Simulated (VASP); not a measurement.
# PbSe (Pm-3m) in VASP: single point with LDA

Aim: the single point of PbSe with LDA.

All numbers are computed with VASP 6.6.1; they aren't measurements. Logs are shortened: lines on timing, memory, paths and dates and some standing lists are left out, and cuts for length are marked.

### 1 The cell of the first run

Symmetry: Pm-3m, No. 221, cubic system. Conventional cell: a = 3.784 Å, b = 3.784 Å, c = 3.784 Å, α = 90.00°, β = 90.00°, γ = 90.00°. Within 4.3 Å of Pb (site symmetry m-3m) lie 8 Se at 3.28 Å and 6 Pb at 3.78 Å. Se (site symmetry m-3m) has 8 Pb at 3.28 Å and 6 Se at 3.78 Å within 4.3 Å.

### 2 Single point, LDA

Input file INCAR:

```
SYSTEM = PbSe
PREC = Accurate
ENCUT = 500
EDIFF = 1E-6
ISMEAR = -1
SIGMA = 0.02
LREAL = .False.
LASPH = .True.
NELM = 120
ALGO = Normal
ISIF = 2
LWAVE = .False.
LCHARG = .False.
NBANDS = 17
GGA_COMPAT = .False.
```

Input file KPOINTS:

```
Automatic mesh
0
Gamma
  4 4 4
  0 0 0
```

Input file POSCAR:

```
PbSe
1.0
    3.7843220000      0.0000000000      0.0000000000
    0.0000000000      3.7843220000      0.0000000000
    0.0000000000      0.0000000000      3.7843220000
Pb Se
1 1
Direct
    0.0000000000      0.0000000000      0.0000000000
    0.5000000000      0.5000000000      0.5000000000
```

Potentials or basis: VASP PAW LDA potentials, release 64 (Pb_d, Se).

Started as:

```
$ cat potpaw_LDA.64/Pb_d/POTCAR potpaw_LDA.64/Se/POTCAR > POTCAR
$ mpirun -np 1 vasp_std > vasp.out
```

OUTCAR:

```text
SYSTEM = PbSe
   PREC = Accurate
   ENCUT = 500
   EDIFF = 1E-6
   ISMEAR = -1
   LREAL = .False.
   LASPH = .True.
   NELM = 120
   ISIF = 2

 ion  position               nearest neighbor table
   1  0.000  0.000  0.000-   2 3.28   2 3.28   2 3.28   2 3.28   2 3.28   2 3.28   2 3.28   2 3.28

   2  0.500  0.500  0.500-   1 3.28   1 3.28   1 3.28   1 3.28   1 3.28   1 3.28   1 3.28   1 3.28

  LATTYP: Found a simple cubic cell.
 ALAT       =     3.7843220000

  Lattice vectors:

 A1 = (   3.7843220000,   0.0000000000,   0.0000000000)
 A2 = (   0.0000000000,   3.7843220000,   0.0000000000)
 A3 = (   0.0000000000,   0.0000000000,   3.7843220000)

Analysis of symmetry for initial positions (statically):
=====================================================================
 Subroutine PRICEL returns:
 Original cell was already a primitive cell.

 Routine SETGRP: Setting up the symmetry group for a
 simple cubic supercell.

 Subroutine GETGRP returns: Found 48 space group operations
[... 9 lines left out ...]

 Routine SETGRP: Setting up the symmetry group for a
 simple cubic supercell.

 Subroutine GETGRP returns: Found 48 space group operations
[... 11 lines left out ...]
                                     Primitive cell

  volume of cell :      54.1956

  direct lattice vectors                    reciprocal lattice vectors
     3.784322000  0.000000000  0.000000000     0.264248127  0.000000000  0.000000000
     0.000000000  3.784322000  0.000000000     0.000000000  0.264248127  0.000000000
     0.000000000  0.000000000  3.784322000     0.000000000  0.000000000  0.264248127

  length of vectors
     3.784322000  3.784322000  3.784322000     0.264248127  0.264248127  0.264248127

  position of ions in fractional coordinates (direct lattice)
     0.000000000  0.000000000  0.000000000
     0.500000000  0.500000000  0.500000000

  ion indices of the primitive-cell ions
   primitive index   ion index
                 1           1
                 2           2

----------------------------------------------------------------------------------------

 KPOINTS: Automatic mesh

Automatic generation of k-mesh.
 Grid dimensions read from file:
 generate k-points for:    4    4    4

 Generating k-lattice:

  Cartesian coordinates                     Fractional coordinates (reciprocal lattice)
     0.066062032  0.000000000  0.000000000     0.250000000  0.000000000  0.000000000
[... 40 lines left out ...]
   LSORBIT =      F    spin-orbit coupling
   LASPH  =      T    aspherical Exc in radial PAW
   ENCUT  =  500.0 eV  36.75 Ry    6.06 a.u.   6.90  6.90  6.90*2*pi/ulx,y,z
   NELM   =    120;   NELMIN=  2; NELMDL= -5     # of ELM steps
   EDIFF  = 0.1E-05   stopping-criterion for ELM
   LREAL  =      F    real-space projection
   EDIFFG = 0.1E-04   stopping-criterion for IOM
   NSW    =      0    number of steps for IOM
   IBRION =     -1    ionic relax: 0-MD 1-quasi-New 2-CG
   NFREE  =      0    steps in history (QN), initial steepest desc. (CG)
   ISIF   =      2    stress and relaxation
   ISYM   =      2    0-nonsym 1-usesym 2-fastsym
   POTIM  = 0.5000    time-step for ionic-motion
   TEBEG  =    0.0;   TEEND  =   0.0 temperature during run
   PSTRESS=    0.0 pullay stress
   NELECT =      20.0000    total number of electrons
   NUPDOWN=      -1.0000    fix difference up-down
   EMIN   =  10.00;   EMAX   =-10.00  energy-range for DOS
   EFERMI =   0.00;   METHOD = LEGACY
   ISMEAR =    -1;   SIGMA  =   0.02  broadening in eV -4-tet -1-fermi 0-gaus
   EFERMI_NEDOS =   21; number of points for ismear=-14 and -15
   IALGO  =     38    algorithm
   IMIX   =      4    mixing-type and parameters
     AMIX     =   0.40;   BMIX     =  1.00
     AMIX_MAG =   1.60;   BMIX_MAG =  1.00
  volume/ion in A,a.u.               =      27.10       182.87
  Fermi-wavevector in a.u.,A,eV,Ry     =   1.174258  2.219025 18.760817  1.378881
  Thomas-Fermi vector in A             =   2.310658
   LORBIT       =      0    0 simple, 1 ext, 2 COOP (PROOUT), +10 PAW based schemes
   GGA     = CA    functional components
   LHFCALC =     F    Hartree Fock is set to
   AEXX    =    0.0000 exact exchange contribution
   IVDW    =     0    specifies the selected vdW correction
   LEPSILON=     F    determine dielectric tensor
   LRPA    =     F    only Hartree local field effects (RPA)
 non-spin polarized calculation
  energy-cutoff  :      500.00
  volume of cell :       54.20
 maximum number of plane-waves:      1406
 NGX is ok and might be reduce to    28
   NGX = 13   NGY = 13   NGZ = 13

 number of electron      20.0000006 magnetization

 Free energy of the ion-electron system (eV)
  ---------------------------------------------------
  ext. energy  EPLUGINS =         0.00000000
  ---------------------------------------------------
  free energy    TOTEN  =        -8.87747205 eV

  energy without entropy =       -8.87484266  energy(sigma->0) =       -8.87615736

 E-fermi :   5.1585     XC(G=0): -10.2311

 val. band max:        5.1004357863   @ k =   0.5000   0.2500   0.0000
 cond. band min:       5.1879522985   @ k =   0.5000   0.0000   0.0000
 fundamental gap:      0.0875165121
 Fermi energy:         5.1585380257

 k-point     1 :       0.0000    0.0000    0.0000
  band No.  band energies     occupation
      1     -11.6911      2.00000
      2     -11.6911      2.00000
      3     -11.5407      2.00000
      4     -11.5407      2.00000
      5     -11.5407      2.00000
      6      -7.9992      2.00000
[... 177 lines left out ...]
      4     -11.4960      2.00000
      5     -11.4960      2.00000
      6      -6.0565      2.00000
[... 9 lines left out ...]
     16      18.8814      0.00000
     17      22.4672      0.00000

------------------------ aborting loop because EDIFF is reached ----------------------------------------

  FORCE on cell =-STRESS in cart. coord.  units (eV):
  Direction    XX          YY          ZZ          XY          YZ          ZX
  --------------------------------------------------------------------------------------
  -------------------------------------------------------------------------------------
  Total       -1.3336616     -1.3336616     -1.3336616      0.0000000      0.0000000     -0.0000000
  in kB      -39.4268402    -39.4268402    -39.4268402      0.0000000      0.0000000     -0.0000000
  external PRESSURE =     -39.4268402 kB  Pullay stress =       0.0000000 kB

 VOLUME and BASIS-vectors are now :
 -----------------------------------------------------------------------------
  energy-cutoff  :      500.00
  volume of cell :       54.20
      direct lattice vectors                 reciprocal lattice vectors
     3.784322000  0.000000000  0.000000000     0.264248127  0.000000000  0.000000000
     0.000000000  3.784322000  0.000000000     0.000000000  0.264248127  0.000000000
     0.000000000  0.000000000  3.784322000     0.000000000  0.000000000  0.264248127

 POSITION                                       TOTAL-FORCE (eV/Angst)
 -----------------------------------------------------------------------------------
      0.00000      0.00000      0.00000         0.000000      0.000000      0.000000
      1.89216      1.89216      1.89216         0.000000      0.000000      0.000000
 -----------------------------------------------------------------------------------
    total drift:                               -0.000000      0.000000      0.000000

  FREE ENERGIE OF THE ION-ELECTRON SYSTEM (eV)
  ---------------------------------------------------
  free  energy   TOTEN  =        -8.8774720546 eV

  energy  without entropy=       -8.8748426578  energy(sigma->0) =       -8.87615736
```

stdout:

```text
POSCAR found type information on POSCAR PbSe
 POSCAR found :  2 types and       2 ions
 scaLAPACK will be used
 LDA part: xc-table for (Slater(with rela. corr.)+CA(PZ))
 , standard interpolation
 POSCAR, INCAR and KPOINTS ok, starting setup
 FFT: planning ... GRIDC
 FFT: planning ... GRID_SOFT
 FFT: planning ... GRID
 WAVECAR not read
 entering main loop
```

Wall time 12 s (1 thread of Intel Xeon 8259CL, shared host); peak memory 0.14 GiB.

Results:

```yaml
Free_energy: -8.8775 eV
Pressure: -3.9 GPa
Band_gap_on_the_k_mesh: zero (band 10 reaches 5.24 eV, above the bottom of band 11 at 4.51 eV)
```

Levels at points of the mesh, in eV from the Fermi level:
```csv
k point,band 7,band 8,band 9,band 10,band 11,band 12,band 13,band 14
"(0.00, 0.00, 0.00)",-7.09,-1.44,-1.44,-1.44,5.14,5.14,5.99,5.99
"(0.50, 0.00, 0.00)",-8.98,-0.21,-0.18,-0.18,0.03,3.34,3.34,6.53
"(0.50, 0.50, 0.00)",-7.50,-4.31,-4.31,0.08,4.08,4.08,4.89,6.78
"(0.50, 0.50, 0.50)",-6.46,-2.25,-2.25,-2.25,-0.65,-0.65,-0.65,13.72
```

Caveat: the k points lie up to 0.42 Å⁻¹ apart; spin-orbit coupling is left out, which moves the levels of the heavy elements.
